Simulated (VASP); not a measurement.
# MoS2 (P6_3/mmc) in VASP: notebook

The runs below take MoS2 through single point, with PBE+D3(BJ).

Program: VASP 6.6.1. These are calculated values, not measurements. Logs are shortened: lines on timing, memory, paths and dates and some standing lists are left out, and cuts for length are marked.

## Step 1: The cell of the first run

Symmetry: P6_3/mmc, No. 194, hexagonal system. Conventional cell: a = 3.149 Å, b = 3.149 Å, c = 12.092 Å, α = 90.00°, β = 90.00°, γ = 120.00°. Within 3.1 Å of Mo (site symmetry -6m2) lie 6 S at 2.37 Å. Within 3.1 Å of S (site symmetry 3m) lie 3 Mo at 2.37 Å and 1 S at 3.05 Å.

## Step 2: Single point, PBE+D3(BJ) (mode 10 frozen in at +0.000 Å and mode 16 at +0.040 Å (largest displacements))

File INCAR:

```
SYSTEM = MoS2
  PREC = Accurate
  ENCUT = 520
  EDIFF = 1E-7
  ISMEAR = 0
  SIGMA = 0.05
  LREAL = .False.
  LASPH = .True.
  NELM = 80
  ALGO = Normal
  ISIF = 2
  LWAVE = .False.
  LCHARG = .True.
  GGA = PE
  IVDW = 12
  LELF = .True.
  LVHAR = .True.
  NBANDS = 35
```

File KPOINTS:

```
regular mesh
0
Gamma
  12 12 4
  0 0 0
```

File POSCAR:

```
MoS2
1.0
    3.1493579417      0.0000000000      0.0000000000
   -1.5746789709      2.7274239831      0.0000000000
    0.0000000000      0.0000000000     12.0917670417
Mo S
2 4
Direct
    0.3333333333      0.6666666667      0.2500000000
    0.6666666667      0.3333333333      0.7500000000
    0.3333333333      0.6666666667      0.6238048362
    0.6666666667      0.3333333333      0.1238048362
    0.3333333333      0.6666666667      0.8761951638
    0.6666666667      0.3333333333      0.3761951638
```

Potentials or basis: VASP PAW PBE potentials, release 64 (Mo_sv, S).

Command:

```
> cat potpaw_PBE.64/Mo_sv/POTCAR potpaw_PBE.64/S/POTCAR > POTCAR
> mpirun -np 1 vasp_std > vasp.out
```

OUTCAR:

```text
SYSTEM = MoS2
   PREC = Accurate
   ENCUT = 520
   EDIFF = 1E-7
   ISMEAR = 0
   LREAL = .False.
   LASPH = .True.
   NELM = 80
   ISIF = 2
   GGA = PE
   IVDW = 12
 IVDW          = 12

 ion  position               nearest neighbor table
   1  0.333  0.667  0.250-   4 2.37   6 2.37   4 2.37   6 2.37   4 2.37   6 2.37
   2  0.667  0.333  0.750-   3 2.37   5 2.37   3 2.37   5 2.37   3 2.37   5 2.37
   3  0.333  0.667  0.624-   2 2.37   2 2.37   2 2.37
   4  0.667  0.333  0.124-   1 2.37   1 2.37   1 2.37
   5  0.333  0.667  0.876-   2 2.37   2 2.37   2 2.37
   6  0.667  0.333  0.376-   1 2.37   1 2.37   1 2.37

  LATTYP: Found a hexagonal cell.
 ALAT       =     3.1493579417
 C/A-ratio  =     3.8394387890

  Lattice vectors:

 A1 = (   3.1493579417,   0.0000000000,   0.0000000000)
 A2 = (  -1.5746789709,   2.7274239831,   0.0000000000)
 A3 = (   0.0000000000,   0.0000000000,  12.0917670417)

Analysis of symmetry for initial positions (statically):
=====================================================================
 Subroutine PRICEL returns:
 Original cell was already a primitive cell.

 Routine SETGRP: Setting up the symmetry group for a
 hexagonal supercell.

 Subroutine GETGRP returns: Found 24 space group operations
 (whereof 12 operations were pure point group operations)
 out of a pool of 24 trial point group operations.

The static configuration has the point symmetry D_3d.
 The point group associated with its full space group is D_6h.

Analysis of symmetry for dynamics (positions and initial velocities):
=====================================================================
 Subroutine PRICEL returns:
 Original cell was already a primitive cell.

 Routine SETGRP: Setting up the symmetry group for a
 hexagonal supercell.

 Subroutine GETGRP returns: Found 24 space group operations
 (whereof 12 operations were pure point group operations)
 out of a pool of 24 trial point group operations.

The dynamic configuration has the point symmetry D_3d.
 The point group associated with its full space group is D_6h.

 Subroutine INISYM returns: Found 24 space group operations
 (whereof 12 operations are pure point group operations),
 and found     1 'primitive' translations

----------------------------------------------------------------------------------------

                                     Primitive cell

  volume of cell :     103.8639

  direct lattice vectors                    reciprocal lattice vectors
     3.149357942  0.000000000  0.000000000     0.317525038  0.183323166  0.000000000
    -1.574678971  2.727423983  0.000000000     0.000000000  0.366646332  0.000000000
     0.000000000  0.000000000 12.091767042     0.000000000  0.000000000  0.082700899

  length of vectors
     3.149357942  3.149357942 12.091767042     0.366646332  0.366646332  0.082700899

  position of ions in fractional coordinates (direct lattice)
     0.333333333  0.666666667  0.250000000
     0.666666667  0.333333333  0.750000000
     0.333333333  0.666666667  0.623804836
     0.666666667  0.333333333  0.123804836
     0.333333333  0.666666667  0.876195164
     0.666666667  0.333333333  0.376195164

  ion indices of the primitive-cell ions
   primitive index   ion index
                 1           1
                 2           2
                 3           3
                 4           4
                 5           5
                 6           6

----------------------------------------------------------------------------------------

 KPOINTS: regular mesh

Automatic generation of k-mesh.
 Grid dimensions read from file:
 generate k-points for:   12   12    4

 Generating k-lattice:

  Cartesian coordinates                     Fractional coordinates (reciprocal lattice)
     0.026460420  0.015276931  0.000000000     0.083333333  0.000000000  0.000000000
     0.000000000  0.030553861  0.000000000     0.000000000  0.083333333  0.000000000
     0.000000000  0.000000000  0.020675225     0.000000000  0.000000000  0.250000000

  Length of vectors
     0.030553861  0.030553861  0.020675225

  Shift w.r.t. Gamma in fractional coordinates (k-lattice)
     0.000000000  0.000000000  0.000000000

 Subroutine IBZKPT returns following result:
 ===========================================

 Found     57 irreducible k-points:

 Following reciprocal coordinates:
            Coordinates               Weight
  0.000000  0.000000  0.000000      1.000000
  0.083333 -0.000000  0.000000      6.000000
  0.166667 -0.000000  0.000000      6.000000
  0.250000  0.000000  0.000000      6.000000
  0.333333  0.000000  0.000000      6.000000
  0.416667 -0.000000  0.000000      6.000000
[... 16 lines left out ...]
  0.250000  0.000000  0.250000     12.000000
  0.333333  0.000000  0.250000     12.000000
 [... further k-points ...]
   k-points           NKPTS =     57   k-points in BZ     NKDIM =     57   number of bands    NBANDS=     35
   number of dos      NEDOS =    301   number of ions     NIONS =      6
   total plane-waves  NPLWV =  51840
   dimension x,y,z NGX =    24 NGY =   24 NGZ =   90
   dimension x,y,z NGXF=    48 NGYF=   48 NGZF=  180
   ions per type =               2   4
   NGX,Y,Z   is equivalent  to a cutoff of  12.67, 12.67, 12.37 a.u.
   NGXF,Y,Z  is equivalent  to a cutoff of  25.34, 25.34, 24.75 a.u.
 SYSTEM =  MoS2
   PREC   = accura    normal or accurate (medium, high low for compatibility)
   ISTART =      0    job   : 0-new  1-cont  2-samecut
   ICHARG =      2    charge: 1-file 2-atom 10-const
   ISPIN  =      1    spin polarized calculation?
   LNONCOLLINEAR =      F non collinear calculations
   LSORBIT =      F    spin-orbit coupling
   LASPH  =      T    aspherical Exc in radial PAW
   ENCUT  =  520.0 eV  38.22 Ry    6.18 a.u.   5.86  5.86 22.48*2*pi/ulx,y,z
   NELM   =     80;   NELMIN=  2; NELMDL= -5     # of ELM steps
   EDIFF  = 0.1E-06   stopping-criterion for ELM
   LREAL  =      F    real-space projection
   EDIFFG = 0.1E-05   stopping-criterion for IOM
   NSW    =      0    number of steps for IOM
   IBRION =     -1    ionic relax: 0-MD 1-quasi-New 2-CG
   NFREE  =      0    steps in history (QN), initial steepest desc. (CG)
   ISIF   =      2    stress and relaxation
   ISYM   =      2    0-nonsym 1-usesym 2-fastsym
   POTIM  = 0.5000    time-step for ionic-motion
   TEBEG  =    0.0;   TEEND  =   0.0 temperature during run
   PSTRESS=    0.0 pullay stress
   NELECT =      52.0000    total number of electrons
   NUPDOWN=      -1.0000    fix difference up-down
   EMIN   =  10.00;   EMAX   =-10.00  energy-range for DOS
   EFERMI =   0.00;   METHOD = LEGACY
   ISMEAR =     0;   SIGMA  =   0.05  broadening in eV -4-tet -1-fermi 0-gaus
   EFERMI_NEDOS =   21; number of points for ismear=-14 and -15
   IALGO  =     38    algorithm
   IMIX   =      4    mixing-type and parameters
     AMIX     =   0.40;   BMIX     =  1.00
     AMIX_MAG =   1.60;   BMIX_MAG =  1.00
  volume/ion in A,a.u.               =      17.31       116.82
  Fermi-wavevector in a.u.,A,eV,Ry     =   1.299933  2.456518 22.991493  1.689827
  Thomas-Fermi vector in A             =   2.431165
   LORBIT       =      0    0 simple, 1 ext, 2 COOP (PROOUT), +10 PAW based schemes
   GGA     = PE    functional components
   LHFCALC =     F    Hartree Fock is set to
   AEXX    =    0.0000 exact exchange contribution
   IVDW    =    12    specifies the selected vdW correction
   LEPSILON=     F    determine dielectric tensor
   LRPA    =     F    only Hartree local field effects (RPA)
 non-spin polarized calculation
 Gauss-broadening in eV      SIGMA  =   0.05
  energy-cutoff  :      520.00
  volume of cell :      103.86
 maximum number of plane-waves:      2820
 NGX is ok and might be reduce to    24
   NGX = 11   NGY = 11   NGZ = 45

 number of electron      52.0000000 magnetization

 Free energy of the ion-electron system (eV)
  ---------------------------------------------------
  ext. energy  EPLUGINS =         0.00000000
  ---------------------------------------------------
  free energy    TOTEN  =       -43.48371439 eV

  energy without entropy =      -43.48371439  energy(sigma->0) =      -43.48371439

 E-fermi :   8.2478     XC(G=0): -10.9631

 val. band max:        8.0450730895   @ k =   0.0000   0.0000   0.0000
 cond. band min:       8.8798190000   @ k =   0.1667   0.1667   0.0000
 fundamental gap:      0.8347459105
 Fermi energy:         8.2478341607

 k-point     1 :       0.0000    0.0000    0.0000
  band No.  band energies     occupation
      1     -53.5885      2.00000
      2     -53.5885      2.00000
      3     -27.7658      2.00000
      4     -27.7657      2.00000
      5     -27.5320      2.00000
      6     -27.5320      2.00000
[... 27 lines left out ...]
     34      10.5046      0.00000
     35      13.5314      0.00000

 k-point     2 :       0.0833   -0.0000    0.0000
  band No.  band energies     occupation
      1     -53.5855      2.00000
      2     -53.5855      2.00000
      3     -27.7600      2.00000
      4     -27.7598      2.00000
      5     -27.5614      2.00000
      6     -27.5614      2.00000
[... 27 lines left out ...]
     34      10.3898      0.00000
     35      14.0207      0.00000

 k-point     3 :       0.1667   -0.0000    0.0000
  band No.  band energies     occupation
      1     -53.5775      2.00000
      2     -53.5775      2.00000
      3     -27.7440      2.00000
      4     -27.7439      2.00000
      5     -27.6410      2.00000
      6     -27.6409      2.00000
[... 27 lines left out ...]
     34      10.7854      0.00000
     35      15.0922      0.00000

 k-point     4 :       0.2500    0.0000    0.0000
  band No.  band energies     occupation
      1     -53.5665      2.00000
      2     -53.5665      2.00000
      3     -27.7480      2.00000
      4     -27.7480      2.00000
      5     -27.7220      2.00000
      6     -27.7220      2.00000
[... 27 lines left out ...]
     34      11.3084      0.00000
     35      15.5230      0.00000

 k-point     5 :       0.3333    0.0000    0.0000
  band No.  band energies     occupation
      1     -53.5555      2.00000
      2     -53.5555      2.00000
      3     -27.8534      2.00000
      4     -27.8534      2.00000
      5     -27.7000      2.00000
      6     -27.7000      2.00000
[... 638 lines left out ...]
 k-point    22 :       0.1667   -0.0000    0.2500
  band No.  band energies     occupation
      1     -53.5775      2.00000
      2     -53.5775      2.00000
      3     -27.7440      2.00000
      4     -27.7439      2.00000
      5     -27.6410      2.00000
      6     -27.6409      2.00000
[... 27 lines left out ...]
     34      10.7700      0.00000
     35      15.1264      0.00000

 k-point    23 :       0.2500    0.0000    0.2500
  band No.  band energies     occupation
      1     -53.5665      2.00000
      2     -53.5665      2.00000
      3     -27.7480      2.00000
      4     -27.7480      2.00000
      5     -27.7220      2.00000
      6     -27.7220      2.00000
[... 27 lines left out ...]
     34      11.2759      0.00000
     35      15.4298      0.00000

 k-point    24 :       0.3333    0.0000    0.2500
  band No.  band energies     occupation
      1     -53.5555      2.00000
      2     -53.5555      2.00000
      3     -27.8534      2.00000
      4     -27.8534      2.00000
      5     -27.7000      2.00000
      6     -27.7000      2.00000
[... 27 lines left out ...]
     34      11.6559      0.00000
     35      14.6364      0.00000

 [... further k-points ...]

------------------------ aborting loop because EDIFF is reached ----------------------------------------

 Edisp (eV)   -2.62377

 E8    (eV) :    -1.0580

  FORCE on cell =-STRESS in cart. coord.  units (eV):
  Direction    XX          YY          ZZ          XY          YZ          ZX
  --------------------------------------------------------------------------------------
  -------------------------------------------------------------------------------------
  Total       1.64304     1.64304     4.50080    -0.00000     0.00000     0.00000
  in kB      25.34504    25.34504    69.42812    -0.00000     0.00000     0.00000
  external pressure =       40.04 kB  Pullay stress =        0.00 kB

 VOLUME and BASIS-vectors are now :
 -----------------------------------------------------------------------------
  energy-cutoff  :      520.00
  volume of cell :      103.86
      direct lattice vectors                 reciprocal lattice vectors
     3.149357942  0.000000000  0.000000000     0.317525038  0.183323166  0.000000000
    -1.574678971  2.727423983  0.000000000     0.000000000  0.366646332  0.000000000
     0.000000000  0.000000000 12.091767042     0.000000000  0.000000000  0.082700899

 POSITION                                       TOTAL-FORCE (eV/Angst)
 -----------------------------------------------------------------------------------
     -0.00000      1.81828      3.02294        -0.000000      0.000000      0.000000
      1.57468      0.90914      9.06883         0.000000     -0.000000      0.000000
     -0.00000      1.81828      7.54290         0.000000     -0.000000     -0.815320
      1.57468      0.90914      1.49702        -0.000000      0.000000     -0.815320
     -0.00000      1.81828     10.59475        -0.000000     -0.000000      0.815320
      1.57468      0.90914      4.54886         0.000000      0.000000      0.815320
 -----------------------------------------------------------------------------------
    total drift:                               -0.000000      0.000000     -0.000000

  FREE ENERGIE OF THE ION-ELECTRON SYSTEM (eV)
  ---------------------------------------------------
  free  energy   TOTEN  =       -46.1074819589 eV

  energy  without entropy=      -46.1074819589  energy(sigma->0) =      -46.10748196
```

Wall time 74 s (1 thread of Intel Xeon 6975P-C (Granite Rapids), shared host); peak memory 0.32 GiB.

What came out:

```yaml
Free_energy: -46.1075 eV
Pressure: 4.0 GPa
Largest_force: 0.815 eV/Å
Band_gap_on_the_k_mesh: 0.83 eV, indirect (least direct gap 1.65 eV)
Dispersion_energy_per_atom: -0.437 eV
```

Forces in eV/Å, atoms in the order of the input:
```
Mo   0.000  0.000  0.000
Mo   0.000  0.000  0.000
S    0.000  0.000 -0.815
S    0.000  0.000 -0.815
S    0.000  0.000  0.815
S    0.000  0.000  0.815
```

Caveat: the cell differs from its parent crystal (mode 10 frozen in at +0.000 Å and mode 16 at +0.040 Å (largest displacements)).

(Continued in part 2 of 2.)
